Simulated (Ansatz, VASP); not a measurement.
## BiTe in VASP and in Ansatz

```xyz
12
Lattice="4.4220 0.0000 0.0000 -2.2110 3.8296 0.0000 0.0000 0.0000 23.5690" Properties=species:S:1:pos:R:3 pbc="T T T"
Bi    0.0000    0.0000    2.9232
Bi    0.0000    0.0000   20.6458
Bi    0.0000    2.5530    6.8850
Bi    2.2110    1.2765   16.6840
Bi    2.2110    1.2765   10.9468
Bi    0.0000    2.5530   12.6222
Te    0.0000    2.5530    1.2244
Te    2.2110    1.2765   22.3446
Te    2.2110    1.2765    4.9164
Te    0.0000    2.5530   18.6526
Te    0.0000    0.0000    8.6042
Te    0.0000    0.0000   14.9648
```

Change from the starting cell: z stretched by -2 %, ions relaxed.

Alike in both runs: functional PBE; k mesh 11 × 11 × 2; occupations fermi-dirac, width 0.05 eV; no spin polarisation.

Ansatz relaxed the structure, and its values are those at the end. VASP's run is a single point on that final structure, the one shown.

```csv
,VASP,Ansatz
version,VASP 6.6.1,Ansatz 0.2.0
potentials or method,"VASP PAW PBE potentials, release 64 (Bi_d, Te)","plane-wave PAW, scalar-relativistic"
plane-wave cutoff (eV),520,420
valence electrons in the cell,126,186
```

Ansatz gave:

* pressure (GPa): 2.9
* rms of the force components (eV/Å): 0.004

Question: What did VASP give for the same quantities?

Answer: Pressure (GPa): 2.8; rms of the force components (eV/Å): 0.009.

VASP's potentials hold 126 valence electrons a cell and Ansatz's 186, so a difference there can come from the potentials and not from the codes. Ansatz's warnings: stress scf threshold loose.

Neither program's run includes spin-orbit coupling.
